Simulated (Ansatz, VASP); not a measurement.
**Two plane-wave programs on TePb**

Contents of INCAR:

```
SYSTEM = TePb
ALGO = Normal
EDIFF = 1E-7
ENCUT = 520
GGA = PE
ISIF = 2
ISMEAR = 0
LASPH = .True.
LCHARG = .True.
LELF = .True.
LREAL = .False.
LVHAR = .True.
LWAVE = .False.
NBANDS = 17
NELM = 100
PREC = Accurate
SIGMA = 0.1
```

KPOINTS

```
k-points
0
Gamma
  4 4 4
  0 0 0
```

The input POSCAR:

```
TePb
1.0
    0.0000000000      3.2708968051      3.2708968051
    3.2708968051      0.0000000000      3.2708968051
    3.2708968051      3.2708968051      0.0000000000
Te Pb
1 1
Direct
   -0.0783684207     -0.0013534173      0.0387722737
    0.4287753547      0.5565674555      0.4836149497
```

Input for Ansatz:

```yaml
crystal:
  lattice:
    - [0.0, 3.2708968051, 3.2708968051]
    - [3.2708968051, 0.0, 3.2708968051]
    - [3.2708968051, 3.2708968051, 0.0]
  atoms:
    - { symbol: Te, position: [-0.0783684207, -0.0013534173, 0.0387722737] }
    - { symbol: Pb, position: [0.4287753547, 0.5565674555, 0.4836149497] }
basis:
  ecutwfc: 420
kpoints:
  mp_grid: { grid: [4, 4, 4] }
hamiltonian:
  xc: pbe
scf:
  occupations: { method: gaussian, width: 0.1 }
  self_checks: high
output:
  forces: true
  stress: true
  eigenvalues: true
```

Alike in both runs: task single point; functional PBE; k mesh 4 × 4 × 4; occupations gaussian, width 0.1 eV; no spin polarisation.

|  | VASP | Ansatz |
| --- | --- | --- |
| version | VASP 6.6.1 | Ansatz 0.2.0 |
| potentials or method | VASP PAW PBE potentials, release 64 (Te, Pb_d), cutoff 520 eV | scalar-relativistic, plane waves, PAW |
| valence electrons in the cell | 20 | 30 |

Ansatz gave:

- gap on the k mesh at the Fermi level (eV): 0.89
- least direct gap on the mesh (eV): 0.89
- pressure (GPa): 1.2
- traceless stress, the component that is largest in VASP (GPa): -0.82
- rms of the force components (eV/Å): 0.080

Question: What did VASP give for the same quantities?

Answer: gap on the k mesh at the Fermi level (eV): 0.89; least direct gap on the mesh (eV): 0.89; pressure (GPa): 1.1; traceless stress, the component that is largest in VASP (GPa): -0.83; rms of the force components (eV/Å): 0.081.

Atom by atom the forces differ by 0.001 eV/Å (rms over components). VASP's potentials hold 20 valence electrons a cell and Ansatz's 30, so a difference there can come from the potentials and not from the codes.

Spin-orbit coupling is off throughout.
